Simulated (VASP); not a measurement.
# InSb (F-43m) in VASP: a series of runs

Runs on InSb. Level: PBE. Tasks: single point, relaxation of cell and atoms.

Everything below comes from runs of VASP 6.6.1. Logs are shortened: lines on timing, memory, paths and dates and some standing lists are left out, and cuts for length are marked.

## Step 1: The cell of the first run

It takes space group F-43m (No. 216, cubic). The conventional cell has a = 6.635 Å, b = 6.635 Å, c = 6.635 Å, α = 90.00°, β = 90.00°, γ = 90.00°. In (site symmetry -43m) has 4 Sb at 2.87 Å within 3.8 Å. Within 3.8 Å of Sb (site symmetry -43m) lie 4 In at 2.87 Å.

## Step 2: Single point, PBE

The input, INCAR:

```
  ALGO = Normal
  EDIFF = 1E-6
  ENCUT = 520
  GGA = PE
  ISIF = 2
  ISMEAR = 0
  LASPH = True
  LCHARG = True
  LELF = True
  LREAL = False
  LVHAR = True
  LWAVE = False
  NBANDS = 16
  NELM = 60
  PREC = Accurate
  SIGMA = 0.1
```

The input, KPOINTS:

```
k-points
0
Gamma
  12 12 12
```

The input, POSCAR:

```
InSb
1.0
    0.0000000000      3.3177147096      3.3177147096
    3.3177147096      0.0000000000      3.3177147096
    3.3177147096      3.3177147096      0.0000000000
In Sb
1 1
Direct
    0.0000000000      0.0000000000      0.0000000000
    0.2500000000      0.2500000000      0.2500000000
```

Potentials or basis: VASP PAW PBE potentials, release 64 (In_d, Sb).

Run with:

```bash
$ cat potpaw_PBE.64/In_d/POTCAR potpaw_PBE.64/Sb/POTCAR > POTCAR
$ mpirun -np 1 vasp_std > vasp.out
```

OUTCAR:

```text
EDIFF = 1E-6
   ENCUT = 520
   GGA = PE
   ISIF = 2
   ISMEAR = 0
   LASPH = True
   LREAL = False
   NELM = 60
   PREC = Accurate

 ion  position               nearest neighbor table
   1  0.000  0.000  0.000-   2 2.87   2 2.87   2 2.87   2 2.87
   2  0.250  0.250  0.250-   1 2.87   1 2.87   1 2.87   1 2.87

  LATTYP: Found a face centered cubic cell.
 ALAT       =     6.6354294192

  Lattice vectors:

 A1 = (   0.0000000000,   3.3177147096,   3.3177147096)
 A2 = (   3.3177147096,   0.0000000000,   3.3177147096)
 A3 = (   3.3177147096,   3.3177147096,   0.0000000000)

Analysis of symmetry for initial positions (statically):
=====================================================================
 Subroutine PRICEL returns:
 Original cell was already a primitive cell.

 Routine SETGRP: Setting up the symmetry group for a
 face centered cubic supercell.

 Subroutine GETGRP returns: Found 24 space group operations
 (whereof 24 operations were pure point group operations)
 out of a pool of 48 trial point group operations.

The static configuration has the point symmetry T_d .

Analysis of symmetry for dynamics (positions and initial velocities):
=====================================================================
 Subroutine PRICEL returns:
 Original cell was already a primitive cell.

 Routine SETGRP: Setting up the symmetry group for a
 face centered cubic supercell.

 Subroutine GETGRP returns: Found 24 space group operations
 (whereof 24 operations were pure point group operations)
 out of a pool of 48 trial point group operations.

The dynamic configuration has the point symmetry T_d .

 Subroutine INISYM returns: Found 24 space group operations
 (whereof 24 operations are pure point group operations),
 and found     1 'primitive' translations

----------------------------------------------------------------------------------------

                                     Primitive cell

  volume of cell :      73.0377

  direct lattice vectors                    reciprocal lattice vectors
     0.000000000  3.317714710  3.317714710    -0.150706147  0.150706147  0.150706147
     3.317714710  0.000000000  3.317714710     0.150706147 -0.150706147  0.150706147
     3.317714710  3.317714710  0.000000000     0.150706147  0.150706147 -0.150706147

  length of vectors
     4.691957138  4.691957138  4.691957138     0.261030703  0.261030703  0.261030703

[... 79 lines left out ...]
   NELM   =     60;   NELMIN=  2; NELMDL= -5     # of ELM steps
   EDIFF  = 0.1E-05   stopping-criterion for ELM
   LREAL  =      F    real-space projection
   EDIFFG = 0.1E-04   stopping-criterion for IOM
   NSW    =      0    number of steps for IOM
   IBRION =     -1    ionic relax: 0-MD 1-quasi-New 2-CG
   NFREE  =      0    steps in history (QN), initial steepest desc. (CG)
   ISIF   =      2    stress and relaxation
   ISYM   =      2    0-nonsym 1-usesym 2-fastsym
   POTIM  = 0.5000    time-step for ionic-motion
   TEBEG  =    0.0;   TEEND  =   0.0 temperature during run
   PSTRESS=    0.0 pullay stress
   NELECT =      18.0000    total number of electrons
   NUPDOWN=      -1.0000    fix difference up-down
   EMIN   =  10.00;   EMAX   =-10.00  energy-range for DOS
   EFERMI =   0.00;   METHOD = LEGACY
   ISMEAR =     0;   SIGMA  =   0.10  broadening in eV -4-tet -1-fermi 0-gaus
   EFERMI_NEDOS =   21; number of points for ismear=-14 and -15
   IALGO  =     38    algorithm
   IMIX   =      4    mixing-type and parameters
     AMIX     =   0.40;   BMIX     =  1.00
     AMIX_MAG =   1.60;   BMIX_MAG =  1.00
  volume/ion in A,a.u.               =      36.52       246.44
  Fermi-wavevector in a.u.,A,eV,Ry     =   1.026400  1.939615 14.333695  1.053497
  Thomas-Fermi vector in A             =   2.160291
   LORBIT       =      0    0 simple, 1 ext, 2 COOP (PROOUT), +10 PAW based schemes
   GGA     = PE    functional components
   LHFCALC =     F    Hartree Fock is set to
   AEXX    =    0.0000 exact exchange contribution
   IVDW    =     0    specifies the selected vdW correction
   LEPSILON=     F    determine dielectric tensor
   LRPA    =     F    only Hartree local field effects (RPA)
 non-spin polarized calculation
 Gauss-broadening in eV      SIGMA  =   0.10
  energy-cutoff  :      520.00
  volume of cell :       73.04
 maximum number of plane-waves:      1992
   NGX = 17   NGY = 17   NGZ = 17

 number of electron      18.0000008 magnetization

 Free energy of the ion-electron system (eV)
  ---------------------------------------------------
  ext. energy  EPLUGINS =         0.00000000
  ---------------------------------------------------
  free energy    TOTEN  =        -6.95317807 eV

  energy without entropy =       -6.95302386  energy(sigma->0) =       -6.95310096

 E-fermi :   4.4390     XC(G=0):  -8.3827

 val. band max:        4.3775154718   @ k =   0.0000   0.0000   0.0000
 cond. band min:       4.7961653512   @ k =   0.5000   0.0000   0.0000
 fundamental gap:      0.4186498794
 Fermi energy:         4.4389786001

 k-point     1 :       0.0000    0.0000    0.0000
  band No.  band energies     occupation
      1     -10.0904      2.00000
      2     -10.0904      2.00000
      3     -10.0904      2.00000
      4     -10.0236      2.00000
      5     -10.0236      2.00000
      6      -5.9079      2.00000
[... 433 lines left out ...]
      3     -10.0715      2.00000
      4     -10.0245      2.00000
      5     -10.0225      2.00000
      6      -4.5798      2.00000
[... 8 lines left out ...]
     15      12.4824      0.00000
     16      12.8028      0.00000

 [... further k-points ...]

------------------------ aborting loop because EDIFF is reached ----------------------------------------

  FORCE on cell =-STRESS in cart. coord.  units (eV):
  Direction    XX          YY          ZZ          XY          YZ          ZX
  --------------------------------------------------------------------------------------
  -------------------------------------------------------------------------------------
  Total       -0.0153614     -0.0153614     -0.0153614     -0.0000000     -0.0000000      0.0000000
  in kB       -0.3369728     -0.3369728     -0.3369728     -0.0000000     -0.0000000      0.0000000
  external PRESSURE =      -0.3369728 kB  Pullay stress =       0.0000000 kB

 VOLUME and BASIS-vectors are now :
 -----------------------------------------------------------------------------
  energy-cutoff  :      520.00
  volume of cell :       73.04
      direct lattice vectors                 reciprocal lattice vectors
     0.000000000  3.317714710  3.317714710    -0.150706147  0.150706147  0.150706147
     3.317714710  0.000000000  3.317714710     0.150706147 -0.150706147  0.150706147
     3.317714710  3.317714710  0.000000000     0.150706147  0.150706147 -0.150706147

 POSITION                                       TOTAL-FORCE (eV/Angst)
 -----------------------------------------------------------------------------------
      0.00000      0.00000      0.00000         0.000000      0.000000      0.000000
      1.65886      1.65886      1.65886        -0.000000     -0.000000     -0.000000
 -----------------------------------------------------------------------------------
    total drift:                               -0.000000     -0.000000     -0.000000

  FREE ENERGIE OF THE ION-ELECTRON SYSTEM (eV)
  ---------------------------------------------------
  free  energy   TOTEN  =        -6.9531780656 eV

  energy  without entropy=       -6.9530238569  energy(sigma->0) =       -6.95310096
```

stdout:

```text
POSCAR found type information on POSCAR InSb
 POSCAR found :  2 types and       2 ions
 scaLAPACK will be used
 LDA part: xc-table for (Slater+PW92), standard interpolation
 POSCAR, INCAR and KPOINTS ok, starting setup
 FFT: planning ... GRIDC
 FFT: planning ... GRID_SOFT
 FFT: planning ... GRID
 WAVECAR not read
 entering main loop
```

It took 74 s on 1 thread of AMD EPYC 7R13 (Zen 3), shared host; peak memory 0.22 GiB.

What came out:

```yaml
Free_energy: -6.9532 eV
Pressure: 0.0 GPa
Band_gap_on_the_k_mesh: zero (filled and empty bands touch)
```

Caveat: spin-orbit coupling is left out, which moves the levels of the heavy elements.

## Step 3: Relaxation of cell and atoms, PBE

This run uses another cell than the first one, of 35.99 Å³/atom, 0.986 times its volume.

The input, INCAR:

```
PREC = Accurate
ENCUT = 600
EDIFF = 1E-6
ISMEAR = 0
SIGMA = 0.1
LREAL = False
LASPH = True
NELM = 100
ALGO = Normal
ISIF = 3
LWAVE = False
LCHARG = False
GGA = PE
IBRION = 2
NSW = 80
EDIFFG = -0.01
```

The input, KPOINTS:

```
regular mesh
0
Gamma
  12 12 12
```

The input, POSCAR:

```
InSb
1.0
    0.0000000000      3.3016537355      3.3016537355
    3.3016537355      0.0000000000      3.3016537355
    3.3016537355      3.3016537355      0.0000000000
In Sb
1 1
Direct
    0.0000000000      0.0000000000      0.0000000000
    0.2500000000      0.2500000000      0.2500000000
```

Potentials or basis: VASP PAW PBE potentials, release 64 (In_d, Sb).

Run with:

```bash
$ cat potpaw_PBE.64/In_d/POTCAR potpaw_PBE.64/Sb/POTCAR > POTCAR
$ mpirun -np 1 vasp_std > vasp.out
```

OUTCAR:

```text
PREC = Accurate
   ENCUT = 600
   EDIFF = 1E-6
   ISMEAR = 0
   LREAL = False
   LASPH = True
   NELM = 100
   ISIF = 3
   GGA = PE
   IBRION = 2
   NSW = 80
   EDIFFG = -0.01

 ion  position               nearest neighbor table
   1  0.000  0.000  0.000-   2 2.86   2 2.86   2 2.86   2 2.86
   2  0.250  0.250  0.250-   1 2.86   1 2.86   1 2.86   1 2.86

  LATTYP: Found a face centered cubic cell.
 ALAT       =     6.6033074710

  Lattice vectors:

 A1 = (   0.0000000000,   3.3016537355,   3.3016537355)
 A2 = (   3.3016537355,   0.0000000000,   3.3016537355)
 A3 = (   3.3016537355,   3.3016537355,   0.0000000000)

Analysis of symmetry for initial positions (statically):
=====================================================================
 Subroutine PRICEL returns:
 Original cell was already a primitive cell.

 Routine SETGRP: Setting up the symmetry group for a
 face centered cubic supercell.

 Subroutine GETGRP returns: Found 24 space group operations
 (whereof 24 operations were pure point group operations)
 out of a pool of 48 trial point group operations.

The static configuration has the point symmetry T_d .

Analysis of symmetry for dynamics (positions and initial velocities):
=====================================================================
 Subroutine PRICEL returns:
 Original cell was already a primitive cell.
[... 231 lines left out ...]

 Free energy of the ion-electron system (eV)
  ---------------------------------------------------
  ext. energy  EPLUGINS =         0.00000000
  ---------------------------------------------------
  free energy    TOTEN  =        -6.95312069 eV

  energy without entropy =       -6.95296654  energy(sigma->0) =       -6.95304362

 E-fermi :   4.4435     XC(G=0):  -8.3840

 val. band max:        4.3821163190   @ k =   0.0000   0.0000   0.0000
 cond. band min:       4.8014900770   @ k =   0.5000   0.0000   0.0000
 fundamental gap:      0.4193737580
 Fermi energy:         4.4435367663

 k-point     1 :       0.0000    0.0000    0.0000
  band No.  band energies     occupation
      1     -10.0848      2.00000
      2     -10.0848      2.00000
      3     -10.0848      2.00000
      4     -10.0179      2.00000
      5     -10.0179      2.00000
      6      -5.9060      2.00000
      7       3.7933      2.00000
      8       4.3821      1.61494
      9       4.3821      1.61494
     10       4.3821      1.61494
     11       7.3477      0.00000
     12       7.3477      0.00000
     13       7.3477      0.00000
[... 354 lines left out ...]
  band No.  band energies     occupation
      1     -10.1239      2.00000
      2     -10.0673      2.00000
      3     -10.0659      2.00000
      4     -10.0188      2.00000
      5     -10.0168      2.00000
      6      -4.5767      2.00000
      7      -0.8819      2.00000
      8       2.2304      2.00000
      9       3.2390      2.00000
     10       5.9794      0.00000
     11       8.0642      0.00000
     12       8.8157      0.00000
     13      10.5279      0.00000

 [... further k-points ...]

------------------------ aborting loop because EDIFF is reached ----------------------------------------

  FORCE on cell =-STRESS in cart. coord.  units (eV):
  Direction    XX          YY          ZZ          XY          YZ          ZX
  --------------------------------------------------------------------------------------
  -------------------------------------------------------------------------------------
  Total        0.0032994      0.0032994      0.0032994      0.0000000      0.0000000      0.0000000
  in kB        0.0724104      0.0724104      0.0724104      0.0000000      0.0000000      0.0000000
  external PRESSURE =       0.0724104 kB  Pullay stress =       0.0000000 kB
[... 17 lines left out ...]
  FREE ENERGIE OF THE ION-ELECTRON SYSTEM (eV)
  ---------------------------------------------------
  free  energy   TOTEN  =        -6.9531206939 eV

  energy  without entropy=       -6.9529665376  energy(sigma->0) =       -6.95304362

 reached required accuracy - stopping structural energy minimisation
```

CONTCAR:

```text
InSb
   1.00000000000000
     0.0000000000000000    3.3171940474205606    3.3171940474205606
     3.3171940474205606    0.0000000000000000    3.3171940474205606
     3.3171940474205606    3.3171940474205606    0.0000000000000000
  In              Sb
     1     1
Direct
     0.0000000000000000    0.0000000000000000    0.0000000000000000
     0.2500000000000000    0.2500000000000000    0.2500000000000000

  0.00000000E+00  0.00000000E+00  0.00000000E+00
  0.00000000E+00  0.00000000E+00  0.00000000E+00
```

It took 2.4 min on 1 thread of AMD EPYC 7R13 (Zen 3), shared host; peak memory 0.27 GiB.

Results:

```yaml
Free_energy: -6.9531 eV
Relaxed_volume: 36.50 Å³/atom
Relaxed_cell: a = 4.691 Å, b = 4.691 Å, c = 4.691 Å, α = 60.00°, β = 60.00°, γ = 60.00°
Space_group_after_relaxing_to_0.05_Å: F-43m (No. 216)
Energy_gained_by_relaxing: 0.9 meV/atom
Ionic_steps: 3
Pressure_after_relaxing: 0.0 GPa
Band_gap_on_the_k_mesh: zero (filled and empty bands touch)
```

Step by step:
```
step  energy change (eV)  largest force (eV/Å)  pressure (GPa)  volume (Å³)
   1              0.0000                0.0000            0.54        71.98
   2             -0.0016                0.0000           -0.13        73.26
   3             -0.0017                0.0000            0.01        73.00
```

Final structure:
```cif
data_structure
_symmetry_space_group_name_H-M 'P 1'
_symmetry_Int_Tables_number 1
_cell_length_a 4.6912
_cell_length_b 4.6912
_cell_length_c 4.6912
_cell_angle_alpha 60.000
_cell_angle_beta 60.000
_cell_angle_gamma 60.000
_cell_volume 73.00
loop_
_atom_site_label
_atom_site_type_symbol
_atom_site_fract_x
_atom_site_fract_y
_atom_site_fract_z
_atom_site_occupancy
In1 In 0.00000 0.00000 0.00000 1
Sb1 Sb 0.25000 0.25000 0.25000 1
```

Caveat: spin-orbit coupling is left out, which moves the levels of the heavy elements.
